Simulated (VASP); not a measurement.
The system is Na3HfZr.

```xyz
5
Lattice="4.5282 0.0000 0.0000 0.0000 4.5282 0.0000 0.0000 0.0000 4.5282" Properties=species:S:1:pos:R:3 pbc="T T T"
Na    0.0000    2.2641    2.2641
Na    2.2641    0.0000    2.2641
Na    2.2641    2.2641    0.0000
Zr    2.2641    2.2641    2.2641
Hf    0.0000    0.0000    0.0000
```

- Program: VASP 6.6.1
- Task: relaxation of cell and atoms
- Functional: PBE
- Potentials or basis: VASP PAW PBE potentials, release 64 (Na_pv, Zr_sv, Hf_pv)
- Cutoff: 600 eV
- k mesh: 4 × 4 × 4
- Occupations: gaussian, width 0.1 eV
- Spin: no spin polarisation

At the start: pressure 25.9 GPa; volume 18.57 Å³/atom.

Task: Where does the relaxation end?

Result: Over 5 steps the energy falls by 631.2 meV/atom and the volume is 31.03 Å³/atom (+67.1 %); space group Pm-3m (No. 221, to 0.1 Å) before and after.

Step by step:
```tsv
step	energy change (eV)	largest force (eV/Å)	pressure (GPa)	volume (Å³)
1	0.0000	0.0000	25.89	92.85
2	-3.0651	0.0000	2.06	139.29
3	-3.1322	0.0000	0.92	146.59
4	-3.1412	0.0000	-0.64	161.96
5	-3.1558	0.0000	-0.04	155.14
```

Final structure:
```
CELL_PARAMETERS angstrom
5.37333 0.00000 0.00000
0.00000 5.37333 0.00000
0.00000 0.00000 5.37333
ATOMIC_POSITIONS crystal
Na 0.00000 0.50000 0.50000
Na 0.50000 0.00000 0.50000
Na 0.50000 0.50000 0.00000
Zr 0.50000 0.50000 0.50000
Hf 0.00000 0.00000 0.00000
```

Caveat: the volume moved by over 15 % at a fixed basis, so the end points are rough.
